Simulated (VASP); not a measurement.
Li2ClF, 4 atoms in the cell. Symmetry: P4/mmm, No. 123, tetragonal system. Conventional cell: a = 3.343 Å, b = 3.343 Å, c = 4.601 Å, α = 90.00°, β = 90.00°, γ = 90.00°. Within 3.0 Å of F (site symmetry 4/mmm) lie 6 Li at 2.30 to 2.36 Å. Within 3.0 Å of Li (site symmetry 4/mmm) lie 2 F at 2.30 Å and 4 Cl at 2.36 Å. Within 3.0 Å of Li (site symmetry 4/mmm) lie 2 Cl at 2.30 Å and 4 F at 2.36 Å. Cl (site symmetry 4/mmm) has 6 Li at 2.30 to 2.36 Å within 3.0 Å. 

```yaml
Program: VASP 6.6.1
Task: single point
Functional: r2SCAN
Potentials_or_basis: VASP PAW PBE potentials, release 64 (F, Li_sv, Cl)
Cutoff: 520 eV
k_mesh: 4 × 4 × 4
Occupations: gaussian, width 0.01 eV
Spin: no spin polarisation
Dipole_correction: no
Further_INCAR_settings: ALGO = Normal; EDIFF = 1e-07; NBANDS = 18
```

Potentials or basis: VASP PAW PBE potentials, release 64 (F, Li_sv, Cl).

Run with:

```sh
$ cat potpaw_PBE.64/F/POTCAR potpaw_PBE.64/Li_sv/POTCAR potpaw_PBE.64/Cl/POTCAR > POTCAR
$ cp INCAR.step1 INCAR
$ mpirun -np 1 vasp_std > vasp.out
$ cp INCAR.step2 INCAR
$ mpirun -np 1 vasp_std > vasp.out
```

Hardware: 1 thread of Intel Xeon 8259CL, with other jobs on the host.

Estimate the wall time of this run.

It took 90 s on 1 thread of Intel Xeon 8259CL (shared host), peak memory 0.17 GiB. Counts: k points 18.
